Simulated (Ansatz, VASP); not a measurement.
## Two plane-wave programs on CdF2

File INCAR:

```
SYSTEM = CdF2
PREC = Accurate ; ENCUT = 520
EDIFF = 1E-6 ; ISMEAR = 0
SIGMA = 0.05 ; LREAL = .FALSE.
LASPH = .TRUE. ; NELM = 80
ALGO = Normal ; ISIF = 2
LWAVE = .FALSE. ; LCHARG = .FALSE.
GGA = PS ; NBANDS = 20
```

The input KPOINTS:

```
Automatic mesh
0
G
  8 8 8
  0 0 0
```

The input POSCAR:

```
CdF2
1.0
    0.0000000000      2.6940000000      2.6940000000
    2.6940000000      0.0000000000      2.6940000000
    2.6940000000      2.6940000000      0.0000000000
Cd F
1 2
Direct
    0.0023199703     -0.0023199703      0.0023199703
    0.2500000000      0.2500000000      0.2500000000
    0.7500000000      0.7500000000      0.7500000000
```

Input for Ansatz:

```yaml
crystal:
  lattice:
    - [0.0, 2.694, 2.694]
    - [2.694, 0.0, 2.694]
    - [2.694, 2.694, 0.0]
  atoms:
    - { symbol: Cd, position: [0.0023199703, -0.0023199703, 0.0023199703] }
    - { symbol: F, position: [0.25, 0.25, 0.25] }
    - { symbol: F, position: [0.75, 0.75, 0.75] }
basis:
  ecutwfc: 420
kpoints:
  mp_grid: { grid: [8, 8, 8] }
hamiltonian:
  xc: pbesol
scf:
  occupations: { method: gaussian, width: 0.05 }
output:
  forces: true
  stress: true
  eigenvalues: true
```

Change from the starting cell: all Cd atoms moved +0.013 Å, as atom 1 along Cartesian [0 1 0].

Alike in both runs: task single point; functional PBEsol; k mesh 8 × 8 × 8; occupations gaussian, width 0.05 eV; no spin polarisation.

|  | VASP | Ansatz |
| --- | --- | --- |
| version | VASP 6.6.1 | Ansatz 0.2.0 |
| potentials or method | VASP PAW PBE potentials, release 64 (Cd, F), cutoff 520 eV | scalar-relativistic, plane waves, PAW |
| valence electrons in the cell | 26 | 34 |

```tsv
	VASP	Ansatz	Ansatz less VASP
gap on the k mesh at the Fermi level (eV)	2.90	2.94	+0.032
least direct gap on the mesh (eV)	3.39	3.42	+0.031
pressure (GPa)	0.5	-0.2	-0.78
rms of the force components (eV/Å)	0.027	0.024	-0.0032
```

VASP's potentials were made for PBE, not for PBEsol. Atom by atom the forces differ by 0.003 eV/Å (rms over components). VASP's potentials hold 26 valence electrons a cell and Ansatz's 34, so a difference there can come from the potentials and not from the codes.
